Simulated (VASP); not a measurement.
# N (R-3c) in VASP: relaxation of cell and atoms with PBEsol

Aim: the relaxation of cell and atoms of N with PBEsol.

Program: VASP 6.6.1. These are calculated values, not measurements. Logs are shortened: lines on timing, memory, paths and dates and some standing lists are left out, and cuts for length are marked.

### Step 1. The cell of the first run

The structure is trigonal, space group R-3c (No. 167). The conventional cell has a = 10.516 Å, b = 10.516 Å, c = 14.062 Å, α = 90.00°, β = 90.00°, γ = 120.00°. N (site symmetry 1) has 1 N at 1.10 Å within 1.5 Å. Within 1.5 Å of N (site symmetry 3) lie 1 N at 1.10 Å.

### Step 2. Relaxation of cell and atoms, PBEsol

Input file INCAR:

```
ALGO = Normal ; EDIFF = 1E-7
EDIFFG = -0.01 ; ENCUT = 600
GGA = PS ; IBRION = 2
ISIF = 3 ; ISMEAR = 0
LASPH = True ; LCHARG = False
LREAL = Auto ; LWAVE = False
NELM = 100 ; NSW = 100
PREC = Accurate ; SIGMA = 0.02
```

Input file KPOINTS:

```
k-points
0
Gamma
  3 3 3
```

Input file POSCAR:

```
N
1.0
    5.2580425426      3.0357322774      4.6872277122
   -5.2580425426      3.0357322774      4.6872277122
    0.0000000000     -6.0714645547      4.6872277122
N
16
Direct
    0.5517172046      0.0352194875      0.7107066042
    0.9647805125      0.2892933958      0.4482827954
    0.7107066042      0.5517172046      0.0352194875
    0.9608971746      0.9608971746      0.9608971746
    0.5352194875      0.0517172046      0.2107066042
    0.7892933958      0.4647805125      0.9482827954
    0.2892933958      0.4482827954      0.9647805125
    0.0391028254      0.0391028254      0.0391028254
    0.4647805125      0.9482827954      0.7892933958
    0.5391028254      0.5391028254      0.5391028254
    0.4482827954      0.9647805125      0.2892933958
    0.4608971746      0.4608971746      0.4608971746
    0.0352194875      0.7107066042      0.5517172046
    0.9482827954      0.7892933958      0.4647805125
    0.2107066042      0.5352194875      0.0517172046
    0.0517172046      0.2107066042      0.5352194875
```

Potentials or basis: VASP PAW PBE potentials, release 64 (N).

On the command line:

```bash
$ cat potpaw_PBE.64/N/POTCAR > POTCAR
$ mpirun -np 1 vasp_std > vasp.out
```

OUTCAR:

```text
EDIFF = 1E-7
   EDIFFG = -0.01
   ENCUT = 600
   GGA = PS
   IBRION = 2
   ISIF = 3
   ISMEAR = 0
   LASPH = True
   LREAL = Auto
   NELM = 100
   NSW = 100
   PREC = Accurate

 ion  position               nearest neighbor table
   1  0.552  0.035  0.711-   9 1.10
   2  0.965  0.289  0.448-  16 1.10
   3  0.711  0.552  0.035-   6 1.10
   4  0.961  0.961  0.961-   8 1.10
   5  0.535  0.052  0.211-  11 1.10
   6  0.789  0.465  0.948-   3 1.10
[... 8 lines left out ...]
  15  0.211  0.535  0.052-   7 1.10
  16  0.052  0.211  0.535-   2 1.10

  LATTYP: Found a trigonal (rhomboedric) cell.
 ALAT       =     7.6702532856
 COS(alpha) =     0.0601495013

  Lattice vectors:

 A1 = (   5.2580425426,   3.0357322774,   4.6872277122)
 A2 = (  -5.2580425426,   3.0357322774,   4.6872277122)
 A3 = (   0.0000000000,  -6.0714645547,   4.6872277122)

Analysis of symmetry for initial positions (statically):
=====================================================================
 Subroutine PRICEL returns:
 Original cell was already a primitive cell.

 Routine SETGRP: Setting up the symmetry group for a
 trigonal (rhombohedral) supercell.

 Subroutine GETGRP returns: Found 12 space group operations
 (whereof  6 operations were pure point group operations)
 out of a pool of 12 trial point group operations.

The static configuration has the point symmetry S_6 .
 The point group associated with its full space group is D_3d.

Analysis of symmetry for dynamics (positions and initial velocities):
=====================================================================
 Subroutine PRICEL returns:
 Original cell was already a primitive cell.

 Routine SETGRP: Setting up the symmetry group for a
 trigonal (rhombohedral) supercell.

 Subroutine GETGRP returns: Found 12 space group operations
 (whereof  6 operations were pure point group operations)
 out of a pool of 12 trial point group operations.

The dynamic configuration has the point symmetry S_6 .
 The point group associated with its full space group is D_3d.

 Subroutine INISYM returns: Found 12 space group operations
 (whereof  6 operations are pure point group operations),
 and found     1 'primitive' translations

----------------------------------------------------------------------------------------

                                     Primitive cell

  volume of cell :     448.9054

  direct lattice vectors                    reciprocal lattice vectors
     5.258042543  3.035732277  4.687227712     0.095092422  0.054901635  0.071115242
    -5.258042543  3.035732277  4.687227712    -0.095092422  0.054901635  0.071115242
     0.000000000 -6.071464555  4.687227712     0.000000000 -0.109803271  0.071115242

  length of vectors
     7.670253286  7.670253286  7.670253286     0.130821007  0.130821007  0.130821007

  position of ions in fractional coordinates (direct lattice)
     0.551717205  0.035219488  0.710706604
     0.964780512  0.289293396  0.448282795
     0.710706604  0.551717205  0.035219488
     0.960897175  0.960897175  0.960897175
     0.535219488  0.051717205  0.210706604
     0.789293396  0.464780512  0.948282795
[... 8 lines left out ...]
     0.210706604  0.535219488  0.051717205
     0.051717205  0.210706604  0.535219488

  ion indices of the primitive-cell ions
   primitive index   ion index
                 1           1
                 2           2
                 3           3
                 4           4
                 5           5
                 6           6
[... 8 lines left out ...]
                15          15
                16          16

----------------------------------------------------------------------------------------

 KPOINTS: k-points

Automatic generation of k-mesh.
 Grid dimensions read from file:
 generate k-points for:    3    3    3

 Generating k-lattice:

  Cartesian coordinates                     Fractional coordinates (reciprocal lattice)
     0.031697474  0.018300545  0.023705081     0.333333333  0.000000000 -0.000000000
    -0.031697474  0.018300545  0.023705081     0.000000000  0.333333333 -0.000000000
     0.000000000 -0.036601090  0.023705081     0.000000000  0.000000000  0.333333333

  Length of vectors
     0.043607002  0.043607002  0.043607002

  Shift w.r.t. Gamma in fractional coordinates (k-lattice)
     0.000000000  0.000000000  0.000000000

 Subroutine IBZKPT returns following result:
 ===========================================

 Found      6 irreducible k-points:

 Following reciprocal coordinates:
            Coordinates               Weight
  0.000000  0.000000  0.000000      1.000000
  0.333333  0.000000 -0.000000      6.000000
  0.333333  0.333333  0.000000      6.000000
 -0.333333  0.333333  0.000000      6.000000
  0.333333  0.333333  0.333333      2.000000
 -0.333333  0.333333  0.333333      6.000000
   k-points           NKPTS =      6   k-points in BZ     NKDIM =      6   number of bands    NBANDS=     49
   number of dos      NEDOS =    301   number of ions     NIONS =     16
   total plane-waves  NPLWV = 262144
   dimension x,y,z NGX =    64 NGY =   64 NGZ =   64
   dimension x,y,z NGXF=   128 NGYF=  128 NGZF=  128
   ions per type =              16
   NGX,Y,Z   is equivalent  to a cutoff of  13.87, 13.87, 13.87 a.u.
   NGXF,Y,Z  is equivalent  to a cutoff of  27.74, 27.74, 27.74 a.u.
 SYSTEM =  unknown system
   PREC   = accura    normal or accurate (medium, high low for compatibility)
   ISTART =      0    job   : 0-new  1-cont  2-samecut
   ICHARG =      2    charge: 1-file 2-atom 10-const
   ISPIN  =      1    spin polarized calculation?
   LNONCOLLINEAR =      F non collinear calculations
   LSORBIT =      F    spin-orbit coupling
   LASPH  =      T    aspherical Exc in radial PAW
   ENCUT  =  600.0 eV  44.10 Ry    6.64 a.u.  15.32 15.32 15.32*2*pi/ulx,y,z
   NELM   =    100;   NELMIN=  2; NELMDL= -5     # of ELM steps
   EDIFF  = 0.1E-06   stopping-criterion for ELM
   LREAL  =      T    real-space projection
   EDIFFG = -.1E-01   stopping-criterion for IOM
   NSW    =    100    number of steps for IOM
   IBRION =      2    ionic relax: 0-MD 1-quasi-New 2-CG
   NFREE  =      1    steps in history (QN), initial steepest desc. (CG)
   ISIF   =      3    stress and relaxation
   ISYM   =      2    0-nonsym 1-usesym 2-fastsym
   POTIM  = 0.5000    time-step for ionic-motion
   TEBEG  =    0.0;   TEEND  =   0.0 temperature during run
   PSTRESS=    0.0 pullay stress
   NELECT =      80.0000    total number of electrons
   NUPDOWN=      -1.0000    fix difference up-down
   EMIN   =  10.00;   EMAX   =-10.00  energy-range for DOS
   EFERMI =   0.00;   METHOD = LEGACY
   ISMEAR =     0;   SIGMA  =   0.02  broadening in eV -4-tet -1-fermi 0-gaus
   EFERMI_NEDOS =   21; number of points for ismear=-14 and -15
   IALGO  =     38    algorithm
   IMIX   =      4    mixing-type and parameters
     AMIX     =   0.40;   BMIX     =  1.00
     AMIX_MAG =   1.60;   BMIX_MAG =  1.00
  volume/ion in A,a.u.               =      28.06       189.34
  Fermi-wavevector in a.u.,A,eV,Ry     =   0.921269  1.740946 11.547766  0.848737
  Thomas-Fermi vector in A             =   2.046667
   LORBIT       =      0    0 simple, 1 ext, 2 COOP (PROOUT), +10 PAW based schemes
   GGA     = PS    functional components
   LHFCALC =     F    Hartree Fock is set to
   AEXX    =    0.0000 exact exchange contribution
   IVDW    =     0    specifies the selected vdW correction
   LEPSILON=     F    determine dielectric tensor
   LRPA    =     F    only Hartree local field effects (RPA)
 conjugate gradient relaxation of ions
 non-spin polarized calculation
 Gauss-broadening in eV      SIGMA  =   0.02
  energy-cutoff  :      600.00
  volume of cell :      448.91
 maximum number of plane-waves:     14980
 NGX is ok and might be reduce to    64
   NGX = 31   NGY = 31   NGZ = 31

--------------------------------------- Ionic step        1  -------------------------------------------

 number of electron      80.0000000 magnetization

 Free energy of the ion-electron system (eV)
  ---------------------------------------------------
  ext. energy  EPLUGINS =         0.00000000
  ---------------------------------------------------
  free energy    TOTEN  =      -136.61282950 eV

  energy without entropy =     -136.61282950  energy(sigma->0) =     -136.61282950

------------------------ aborting loop because EDIFF is reached ----------------------------------------

  FORCE on cell =-STRESS in cart. coord.  units (eV):
  Direction    XX          YY          ZZ          XY          YZ          ZX
  --------------------------------------------------------------------------------------
  -------------------------------------------------------------------------------------
  Total        4.5464419      4.5464419      5.4716820      0.0000000      0.0000000      0.0000000
  in kB       16.2265937     16.2265937     19.5288451      0.0000000      0.0000000      0.0000000
  external PRESSURE =      17.3273442 kB  Pullay stress =       0.0000000 kB
[... 131 lines left out ...]
  FREE ENERGIE OF THE ION-ELECTRON SYSTEM (eV)
  ---------------------------------------------------
  free  energy   TOTEN  =      -136.6857539750 eV

  energy  without entropy=     -136.6857539750  energy(sigma->0) =     -136.68575397

[... ionic steps 4 to 28 ...]

--------------------------------------- Ionic step       29  -------------------------------------------

 number of electron      80.0000000 magnetization

------------------------ aborting loop because EDIFF is reached ----------------------------------------

  FORCE on cell =-STRESS in cart. coord.  units (eV):
  Direction    XX          YY          ZZ          XY          YZ          ZX
  --------------------------------------------------------------------------------------
  -------------------------------------------------------------------------------------
  Total        0.0739743      0.0739743      0.0436011      0.0000000      0.0000000      0.0000000
  in kB        0.3070802      0.3070802      0.1809959      0.0000000      0.0000000      0.0000000
  external PRESSURE =       0.2650521 kB  Pullay stress =       0.0000000 kB
[... 85 lines left out ...]
  energy  without entropy=     -136.7248547508  energy(sigma->0) =     -136.72485475

--------------------------------------- Ionic step       31  -------------------------------------------

 number of electron      80.0000000 magnetization

 Free energy of the ion-electron system (eV)
  ---------------------------------------------------
  ext. energy  EPLUGINS =         0.00000000
  ---------------------------------------------------
  free energy    TOTEN  =      -136.72485634 eV

  energy without entropy =     -136.72485634  energy(sigma->0) =     -136.72485634

 E-fermi :  -6.5568     XC(G=0):  -6.1809

 val. band max:       -6.6955155110   @ k =   0.0000   0.0000   0.0000
 cond. band min:       0.7030478283   @ k =   0.0000   0.0000   0.0000
 fundamental gap:      7.3985633393
 Fermi energy:        -6.5567529396

 k-point     1 :       0.0000    0.0000    0.0000
  band No.  band energies     occupation
      1     -24.9434      2.00000
      2     -24.9229      2.00000
      3     -24.9229      2.00000
      4     -24.8925      2.00000
      5     -24.8917      2.00000
      6     -24.8912      2.00000
[... 344 lines left out ...]
  FREE ENERGIE OF THE ION-ELECTRON SYSTEM (eV)
  ---------------------------------------------------
  free  energy   TOTEN  =      -136.7248563373 eV

  energy  without entropy=     -136.7248563373  energy(sigma->0) =     -136.72485634

 reached required accuracy - stopping structural energy minimisation
```

It took 34 min on 1 thread of Intel Xeon 6975P-C (Granite Rapids), shared host; peak memory 0.64 GiB.

Results:

```
Free energy                           : -136.7249 eV
Relaxed volume                        : 24.12 Å³/atom
Relaxed cell                          : a = 7.293 Å, b = 7.293 Å, c = 7.293 Å, α = 86.66°, β = 86.66°, γ = 86.66°
Space group after relaxing (to 0.1 Å) : R-3c (No. 167)
Pressure after relaxing               : 0.0 GPa
Largest force after relaxing          : 0.009 eV/Å
Band gap on the k mesh                : 7.40 eV
```

Forces in eV/Å, atoms in the order of the input:
```
N    0.001 -0.007  0.006
N    0.006 -0.003 -0.006
N    0.005  0.004  0.006
N    0.000  0.000  0.008
N   -0.001 -0.007  0.006
N   -0.006 -0.003 -0.006
N   -0.005 -0.004 -0.006
N    0.000  0.000 -0.008
N    0.001  0.007 -0.006
N    0.000  0.000 -0.008
N   -0.001  0.007 -0.006
N    0.000  0.000  0.008
N   -0.006  0.003  0.006
N    0.005 -0.004 -0.006
N    0.006  0.003  0.006
N   -0.005  0.004  0.006
```

Final structure:
```
CELL_PARAMETERS angstrom
5.00426 2.88921 4.44942
-5.00426 2.88921 4.44942
0.00000 -5.77842 4.44942
ATOMIC_POSITIONS crystal
N 0.55449 0.03779 0.70824
N 0.96222 0.29176 0.44551
N 0.70824 0.55449 0.03778
N 0.95839 0.95839 0.95839
N 0.53779 0.05449 0.20824
N 0.79176 0.46221 0.94551
N 0.29176 0.44551 0.96222
N 0.04161 0.04161 0.04161
N 0.46221 0.94551 0.79176
N 0.54161 0.54161 0.54161
N 0.44551 0.96221 0.29176
N 0.45839 0.45839 0.45839
N 0.03778 0.70824 0.55449
N 0.94551 0.79176 0.46221
N 0.20824 0.53778 0.05449
N 0.05449 0.20824 0.53778
```

Levels at points of the mesh, in eV from the valence-band top:
```
           k point  band 36  band 37  band 38  band 39  band 40  band 41  band 42  band 43  band 44  band 45
(0.00, 0.00, 0.00)    -0.20    -0.08    -0.08    -0.07     0.00     7.40     7.40     7.61     7.66     7.66
```

Caveat: the standard files for N, O and F lose accuracy on very short bonds; this functional lacks dispersion, which holds the molecules together, so the pressure and a relaxed volume are unreliable; the PAW data sets were made with another functional, which shifts forces and pressure a little. A k mesh can miss the band edges.
